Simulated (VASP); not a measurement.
# BeSe in VASP: further runs

The runs below take BeSe through single point, with PBE+D3(BJ), PBE+D4.

All numbers are computed with VASP 6.6.1; they aren't measurements. Logs are shortened: lines on timing, memory, paths and dates and some standing lists are left out, and cuts for length are marked.

## 1. The cell of the first run

The cell holds a slab with vacuum, 8 atoms: a = 3.585 Å, b = 3.585 Å, c = 24.513 Å, α = 90.00°, β = 90.00°, γ = 120.00°.

## 2. Single point, PBE+D3(BJ)

File INCAR:

```
PREC = Accurate
ENCUT = 520
EDIFF = 1E-6
ISMEAR = -1
SIGMA = 0.05
LREAL = False
LASPH = True
NELM = 100
ALGO = Normal
ISIF = 2
LWAVE = False
LCHARG = False
LDIPOL = True
IDIPOL = 3
DIPOL = 0.5 0.5 0.501
GGA = PE
IVDW = 12
NBANDS = 26
```

File KPOINTS:

```
Automatic mesh
0
Gamma
  9 9 1
```

File POSCAR:

```
BeSe
1.0
    3.5850313806      0.0000000000      0.0000000000
   -1.7925156903      3.1047282490      0.0000000000
    0.0000000000      0.0000000000     24.5132890606
Se Be
4 4
Direct
    0.0000000000      0.0000000000      0.3059564949
    0.3333333333      0.6666666667      0.4253678827
    0.6666666667      0.3333333333      0.5498398100
    0.0000000000      0.0000000000      0.6748317006
    0.3333333333      0.6666666667      0.3358093419
    0.6666666667      0.3333333333      0.4552207296
    0.0000000000      0.0000000000      0.5760618895
    0.3333333333      0.6666666667      0.6848925786
```

Potentials or basis: VASP PAW PBE potentials, release 64 (Se, Be).

Started as:

```sh
$ cat potpaw_PBE.64/Se/POTCAR potpaw_PBE.64/Be/POTCAR > POTCAR
$ mpirun -np 1 vasp_std > vasp.out
```

OUTCAR:

```text
PREC = Accurate
   ENCUT = 520
   EDIFF = 1E-6
   ISMEAR = -1
   LREAL = False
   LASPH = True
   NELM = 100
   ISIF = 2
   GGA = PE
   IVDW = 12
 IVDW          = 12

 ion  position               nearest neighbor table
   1  0.000  0.000  0.306-   5 2.20   5 2.20   5 2.20
   2  0.333  0.667  0.425-   6 2.20   6 2.20   5 2.20   6 2.20
   3  0.667  0.333  0.550-   7 2.17   7 2.17   7 2.17   6 2.32
   4  0.000  0.000  0.675-   8 2.08   8 2.08   8 2.08   7 2.42
   5  0.333  0.667  0.336-   2 2.20   1 2.20   1 2.20   1 2.20
   6  0.667  0.333  0.455-   2 2.20   2 2.20   2 2.20   3 2.32
   7  0.000  0.000  0.576-   3 2.17   3 2.17   3 2.17   4 2.42
   8  0.333  0.667  0.685-   4 2.08   4 2.08   4 2.08

  LATTYP: Found a hexagonal cell.
 ALAT       =     3.5850313806
 C/A-ratio  =     6.8376776821

  Lattice vectors:

 A1 = (   3.5850313806,   0.0000000000,   0.0000000000)
 A2 = (  -1.7925156903,   3.1047282490,   0.0000000000)
 A3 = (   0.0000000000,   0.0000000000,  24.5132890606)

Analysis of symmetry for initial positions (statically):
=====================================================================
 Subroutine PRICEL returns:
 Original cell was already a primitive cell.

 Routine SETGRP: Setting up the symmetry group for a
 hexagonal supercell.

 Subroutine GETGRP returns: Found  6 space group operations
 (whereof  6 operations were pure point group operations)
 out of a pool of 24 trial point group operations.

The static configuration has the point symmetry C_3v.

Analysis of symmetry for dynamics (positions and initial velocities):
=====================================================================
 Subroutine PRICEL returns:
 Original cell was already a primitive cell.

 Routine SETGRP: Setting up the symmetry group for a
 hexagonal supercell.

 Subroutine GETGRP returns: Found  6 space group operations
 (whereof  6 operations were pure point group operations)
 out of a pool of 24 trial point group operations.

The dynamic configuration has the point symmetry C_3v.

 Subroutine INISYM returns: Found  6 space group operations
 (whereof  6 operations are pure point group operations),
 and found     1 'primitive' translations

----------------------------------------------------------------------------------------

                                     Primitive cell

  volume of cell :     272.8463

  direct lattice vectors                    reciprocal lattice vectors
     3.585031381  0.000000000  0.000000000     0.278937586  0.161044691  0.000000000
    -1.792515690  3.104728249  0.000000000     0.000000000  0.322089381  0.000000000
     0.000000000  0.000000000 24.513289061     0.000000000  0.000000000  0.040794199

  length of vectors
     3.585031381  3.585031381 24.513289061     0.322089381  0.322089381  0.040794199

  position of ions in fractional coordinates (direct lattice)
     0.000000000  0.000000000  0.305956495
     0.333333333  0.666666667  0.425367883
     0.666666667  0.333333333  0.549839810
     0.000000000  0.000000000  0.674831701
     0.333333333  0.666666667  0.335809342
     0.666666667  0.333333333  0.455220730
     0.000000000  0.000000000  0.576061889
     0.333333333  0.666666667  0.684892579

  ion indices of the primitive-cell ions
   primitive index   ion index
                 1           1
                 2           2
                 3           3
                 4           4
                 5           5
                 6           6
                 7           7
                 8           8

----------------------------------------------------------------------------------------

 KPOINTS: Automatic mesh

Automatic generation of k-mesh.
 Grid dimensions read from file:
 generate k-points for:    9    9    1

 Generating k-lattice:

  Cartesian coordinates                     Fractional coordinates (reciprocal lattice)
     0.030993065  0.017893855  0.000000000     0.111111111  0.000000000  0.000000000
     0.000000000  0.035787709  0.000000000     0.000000000  0.111111111  0.000000000
     0.000000000  0.000000000  0.040794199     0.000000000  0.000000000  1.000000000

  Length of vectors
     0.035787709  0.035787709  0.040794199

  Shift w.r.t. Gamma in fractional coordinates (k-lattice)
     0.000000000  0.000000000  0.000000000

 Subroutine IBZKPT returns following result:
 ===========================================

 Found     12 irreducible k-points:

 Following reciprocal coordinates:
            Coordinates               Weight
  0.000000  0.000000  0.000000      1.000000
  0.111111  0.000000  0.000000      6.000000
  0.222222  0.000000  0.000000      6.000000
  0.333333  0.000000  0.000000      6.000000
  0.444444  0.000000  0.000000      6.000000
  0.111111  0.111111  0.000000      6.000000
  0.222222  0.111111  0.000000     12.000000
  0.333333  0.111111  0.000000     12.000000
  0.444444  0.111111  0.000000      6.000000
  0.222222  0.222222  0.000000      6.000000
[... 93 lines left out ...]
      1     -16.6303      2.00000
      2     -15.2348      2.00000
      3     -13.7916      2.00000
      4     -12.0305      2.00000
      5      -7.3221      2.00000
      6      -5.4022      2.00000
[... 18 lines left out ...]
     25       4.1727      0.00000
     26       4.5085      0.00000

 k-point     3 :       0.2222    0.0000    0.0000
  band No.  band energies     occupation
      1     -16.3628      2.00000
      2     -14.9673      2.00000
      3     -13.5183      2.00000
      4     -11.7695      2.00000
      5      -6.9806      2.00000
      6      -6.5003      2.00000
[... 18 lines left out ...]
     25       4.9397      0.00000
     26       5.0362      0.00000

 k-point     4 :       0.3333    0.0000    0.0000
  band No.  band energies     occupation
      1     -16.0093      2.00000
      2     -14.6172      2.00000
      3     -13.1593      2.00000
      4     -11.4324      2.00000
      5      -7.8087      2.00000
      6      -6.7515      2.00000
[... 18 lines left out ...]
     25       5.2335      0.00000
     26       5.5074      0.00000

 k-point     5 :       0.4444    0.0000    0.0000
  band No.  band energies     occupation
      1     -15.7377      2.00000
      2     -14.3525      2.00000
      3     -12.8864      2.00000
      4     -11.1828      2.00000
      5      -8.5646      2.00000
      6      -7.2935      2.00000
[... 18 lines left out ...]
     25       5.3194      0.00000
     26       5.5966      0.00000

 k-point     6 :       0.1111    0.1111    0.0000
  band No.  band energies     occupation
      1     -16.4475      2.00000
      2     -15.0518      2.00000
      3     -13.6047      2.00000
      4     -11.8516      2.00000
      5      -7.0792      2.00000
      6      -6.0537      2.00000
[... 79 lines left out ...]
 k-point     9 :       0.4444    0.1111    0.0000
  band No.  band energies     occupation
      1     -15.6637      2.00000
      2     -14.2797      2.00000
      3     -12.8115      2.00000
      4     -11.1134      2.00000
      5      -8.5753      2.00000
      6      -7.3009      2.00000
[... 18 lines left out ...]
     25       5.7863      0.00000
     26       5.9288      0.00000

 k-point    10 :       0.2222    0.2222    0.0000
  band No.  band energies     occupation
      1     -15.8383      2.00000
      2     -14.4479      2.00000
      3     -12.9857      2.00000
      4     -11.2699      2.00000
      5      -7.8581      2.00000
      6      -6.8737      2.00000
[... 18 lines left out ...]
     25       5.3853      0.00000
     26       5.5515      0.00000

 k-point    11 :       0.3333    0.2222    0.0000
  band No.  band energies     occupation
      1     -15.6205      2.00000
      2     -14.2348      2.00000
      3     -12.7662      2.00000
      4     -11.0686      2.00000
      5      -8.2512      2.00000
      6      -7.1927      2.00000
[... 18 lines left out ...]
     25       5.9086      0.00000
     26       6.0350      0.00000

 k-point    12 :       0.3333    0.3333    0.0000
  band No.  band energies     occupation
      1     -15.5427      2.00000
      2     -14.1579      2.00000
      3     -12.6872      2.00000
      4     -10.9953      2.00000
      5      -7.9452      2.00000
      6      -7.8073      2.00000
[... 18 lines left out ...]
     25       6.0575      0.00000
     26       6.8608      0.00000

------------------------ aborting loop because EDIFF is reached ----------------------------------------

 vacuum level on the upper side and lower side of the slab       (xc-potential included)        -2.475         2.069

 Edisp (eV)   -2.16411

 E8    (eV) :    -0.8687

  FORCE on cell =-STRESS in cart. coord.  units (eV):
  Direction    XX          YY          ZZ          XY          YZ          ZX
  --------------------------------------------------------------------------------------
  -------------------------------------------------------------------------------------
  Total       1.32697     1.32697     1.55445     0.00000    -0.00000     0.00000
  in kB       7.79208     7.79208     9.12788     0.00000    -0.00000     0.00000
  external pressure =        8.24 kB  Pullay stress =        0.00 kB

 VOLUME and BASIS-vectors are now :
 -----------------------------------------------------------------------------
  energy-cutoff  :      520.00
  volume of cell :      272.85
      direct lattice vectors                 reciprocal lattice vectors
     3.585031381  0.000000000  0.000000000     0.278937586  0.161044691  0.000000000
    -1.792515690  3.104728249  0.000000000     0.000000000  0.322089381  0.000000000
     0.000000000  0.000000000 24.513289061     0.000000000  0.000000000  0.040794199

 POSITION                                       TOTAL-FORCE (eV/Angst)
 -----------------------------------------------------------------------------------
      0.00000      0.00000      7.50000        -0.000000      0.000000     -0.287603
     -0.00000      2.06982     10.42717         0.000000      0.000000      1.104874
      1.79252      1.03491     13.47838        -0.000000     -0.000000     -0.012524
      0.00000      0.00000     16.54234         0.000000      0.000000      0.002567
     -0.00000      2.06982      8.23179         0.000000      0.000000     -0.435270
      1.79252      1.03491     11.15896        -0.000000      0.000000     -0.384808
      0.00000      0.00000     14.12117         0.000000      0.000000      0.012535
     -0.00000      2.06982     16.78897        -0.000000      0.000000      0.000231
 -----------------------------------------------------------------------------------
    total drift:                               -0.000001      0.000000     -0.000028

  FREE ENERGIE OF THE ION-ELECTRON SYSTEM (eV)
  ---------------------------------------------------
  free  energy   TOTEN  =       -35.4488873399 eV

  energy  without entropy=      -35.4225797577  energy(sigma->0) =      -35.43573355

 vacuum level on the upper side and lower side of the slab         2.083         6.723
```

Wall time 2.6 min (1 thread of Intel Xeon 6975P-C (Granite Rapids), shared host); peak memory 0.41 GiB.

Results:

| Item | Value |
| --- | --- |
| Free energy | -35.4489 eV |
| Largest force | 1.105 eV/Å |
| Band gap on the k mesh | zero (band 16 reaches 0.46 eV, above the bottom of band 17 at -0.06 eV) |
| Dispersion energy per atom | -0.271 eV |

Forces in eV/Å, atoms in the order of the input:
```
Se   0.000  0.000 -0.288
Se   0.000  0.000  1.105
Se   0.000  0.000 -0.013
Se   0.000  0.000  0.003
Be   0.000  0.000 -0.435
Be   0.000  0.000 -0.385
Be   0.000  0.000  0.013
Be   0.000  0.000  0.000
```

Levels at points of the mesh, in eV from the Fermi level:
| k point | band 14 | band 15 | band 16 | band 17 | band 18 | band 19 |
| --- | --- | --- | --- | --- | --- | --- |
| (0.00, 0.00, 0.00) | -0.51 | 0.48 | 0.48 | 0.80 | 1.81 | 2.46 |

## 3. Single point, PBE+D3(BJ)

File INCAR:

```
SYSTEM = BeSe
PREC = Accurate
ENCUT = 520
EDIFF = 1E-6
ISMEAR = -1
SIGMA = 0.05
LREAL = .False.
LASPH = .True.
NELM = 100
ALGO = Normal
ISIF = 2
LWAVE = .False.
LCHARG = .False.
LDIPOL = .True.
IDIPOL = 3
DIPOL = 0.5 0.5 0.501
GGA = PE
IVDW = 12
NBANDS = 26
```

File KPOINTS:

```
Automatic mesh
0
Gamma
  9 9 1
  0 0 0
```

File POSCAR:

```
BeSe
1.0
    3.5850313806      0.0000000000      0.0000000000
   -1.7925156903      3.1047282490      0.0000000000
    0.0000000000      0.0000000000     24.5132890606
Se Be
4 4
Direct
    0.0000000000      0.0000000000      0.3059564949
    0.3333333333      0.6666666667      0.4253678827
    0.6666666667      0.3333333333      0.5500825463
    0.0000000000      0.0000000000      0.6752588631
    0.3333333333      0.6666666667      0.3358093419
    0.6666666667      0.3333333333      0.4552207296
    0.0000000000      0.0000000000      0.5763267815
    0.3333333333      0.6666666667      0.6854516770
```

Potentials or basis: VASP PAW PBE potentials, release 64 (Se, Be).

Started as:

```sh
$ cat potpaw_PBE.64/Se/POTCAR potpaw_PBE.64/Be/POTCAR > POTCAR
$ mpirun -np 1 vasp_std > vasp.out
```

It took 2.4 min on 1 thread of Intel Xeon 6975P-C (Granite Rapids), shared host; peak memory 0.41 GiB.

The run converged. Its results:

```yaml
Free_energy: -35.4488 eV
Largest_force: 1.117 eV/Å
Band_gap_on_the_k_mesh: zero (band 16 reaches 0.46 eV, above the bottom of band 17 at -0.06 eV)
Dispersion_energy_per_atom: -0.270 eV
```

Forces on the atoms (eV/Å):
```
Se   0.000  0.000 -0.286
Se   0.000  0.000  1.117
Se   0.000  0.000 -0.021
Se   0.000  0.000 -0.007
Be   0.000  0.000 -0.439
Be   0.000  0.000 -0.373
Be   0.000  0.000  0.011
Be   0.000  0.000 -0.002
```

Levels at points of the mesh, in eV from the Fermi level:
```tsv
k point	band 14	band 15	band 16	band 17	band 18	band 19
(0.00, 0.00, 0.00)	-0.51	0.47	0.47	0.79	1.81	2.46
```

Caveat: three body term missing.

## 4. Single point, PBE+D3(BJ)

File INCAR:

```
SYSTEM = BeSe
PREC = Accurate
ENCUT = 520
EDIFF = 1E-6
ISMEAR = -1
SIGMA = 0.05
LREAL = .FALSE.
LASPH = .TRUE.
NELM = 100
ALGO = Normal
ISIF = 2
LWAVE = .FALSE.
LCHARG = .TRUE.
LDIPOL = .TRUE.
IDIPOL = 3
DIPOL = 0.5 0.5 0.500
GGA = PE
IVDW = 12
LELF = .TRUE.
LVHAR = .TRUE.
LVACPOTAV = .TRUE.
NBANDS = 26
```

File KPOINTS:

```
regular mesh
0
G
  9 9 1
  0 0 0
```

File POSCAR:

```
BeSe
1.0
    3.5850313806      0.0000000000      0.0000000000
   -1.7925156903      3.1047282490      0.0000000000
    0.0000000000      0.0000000000     24.5132890606
Se Be
4 4
Direct
    0.0000000000      0.0000000000      0.3059564949
    0.3333333333      0.6666666667      0.4253678827
    0.6666666667      0.3333333333      0.5447792704
    0.0000000000      0.0000000000      0.6641906581
    0.3333333333      0.6666666667      0.3358093419
    0.6666666667      0.3333333333      0.4552207296
    0.0000000000      0.0000000000      0.5746321173
    0.3333333333      0.6666666667      0.6940435051
```

Started as:

```sh
$ cat potpaw_PBE.64/Se/POTCAR potpaw_PBE.64/Be/POTCAR > POTCAR
$ mpirun -np 1 vasp_std > vasp.out
```

Run time: 2.2 min. Hardware: 1 thread of Intel Xeon 6975P-C (Granite Rapids), shared host; peak memory 0.42 GiB.

It converged, with:

```
Free energy                : -35.2244 eV
Largest force              : 1.298 eV/Å
Band gap on the k mesh     : zero (band 16 reaches 0.14 eV, above the bottom of band 17 at -0.20 eV)
Dispersion energy per atom : -0.272 eV
```

Forces on the atoms (eV/Å):
```
Se   0.000  0.000 -0.269
Se   0.000  0.000  0.750
Se   0.000  0.000  0.647
Se   0.000  0.000  1.298
Be   0.000  0.000 -0.337
Be   0.000  0.000 -0.655
Be   0.000  0.000 -0.776
Be   0.000  0.000 -0.657
```

Levels at points of the mesh, in eV from the Fermi level:
```
           k point  band 13  band 14  band 15  band 16  band 17  band 18  band 19  band 20
(0.00, 0.00, 0.00)    -0.98    -0.58     0.10     0.39     0.39     2.08     2.88     3.06
```

Caveat: three body term missing.

## 5. Single point, PBE+D4

File INCAR:

```
ALGO     = Normal         # electronic algorithm
DIPOL    = 0.5 0.5 0.501
EDIFF    = 1E-7           # SCF threshold, eV
ENCUT    = 520            # plane-wave cutoff, eV
GGA      = PE             # functional
IDIPOL   = 3            
ISIF     = 2              # what is computed and relaxed
ISMEAR   = -1             # smearing method
IVDW     = 13             # dispersion correction
LASPH    = T              # aspherical terms in the spheres
LCHARG   = F              # write CHGCAR
LDIPOL   = T            
LREAL    = F              # projectors in reciprocal space
LWAVE    = F              # write WAVECAR
NBANDS   = 26             # bands
NELM     = 80             # most SCF steps
PREC     = Accurate       # precision mode
SIGMA    = 0.05           # smearing width, eV
```

File KPOINTS:

```
k-points
0
Gamma
  9 9 1
```

File POSCAR:

```
BeSe
1.0
    3.5850313806      0.0000000000      0.0000000000
   -1.7925156903      3.1047282490      0.0000000000
    0.0000000000      0.0000000000     24.5132890606
Se Be
4 4
Direct
    0.0000000000      0.0000000000      0.3059564949
    0.3333333333      0.6666666667      0.4253678827
    0.6666666667      0.3333333333      0.5501006149
    0.0000000000      0.0000000000      0.6751262457
    0.3333333333      0.6666666667      0.3358093419
    0.6666666667      0.3333333333      0.4552207296
    0.0000000000      0.0000000000      0.5763516241
    0.3333333333      0.6666666667      0.6870653707
```

Started as:

```sh
$ cat potpaw_PBE.64/Se/POTCAR potpaw_PBE.64/Be/POTCAR > POTCAR
$ mpirun -np 1 vasp_std > vasp.out
```

Wall time 4.5 min (1 thread of Intel Xeon 6975P-C (Granite Rapids), shared host); peak memory 0.41 GiB.

Results (log left out):

```
Free energy                : -35.2048 eV
Largest force              : 1.110 eV/Å
Band gap on the k mesh     : zero (band 16 reaches 0.46 eV, above the bottom of band 17 at -0.06 eV)
Dispersion energy per atom : -0.239 eV
```

Forces on the atoms (eV/Å):
```
Se   0.000  0.000 -0.290
Se   0.000  0.000  1.110
Se   0.000  0.000 -0.002
Se   0.000  0.000  0.018
Be   0.000  0.000 -0.470
Be   0.000  0.000 -0.381
Be   0.000  0.000  0.011
Be   0.000  0.000  0.002
```

Levels at points of the mesh, in eV from the Fermi level:
```tsv
k point	band 13	band 14	band 15	band 16	band 17	band 18	band 19	band 20
(0.00, 0.00, 0.00)	-1.12	-0.52	0.47	0.47	0.73	1.80	2.49	2.49
```
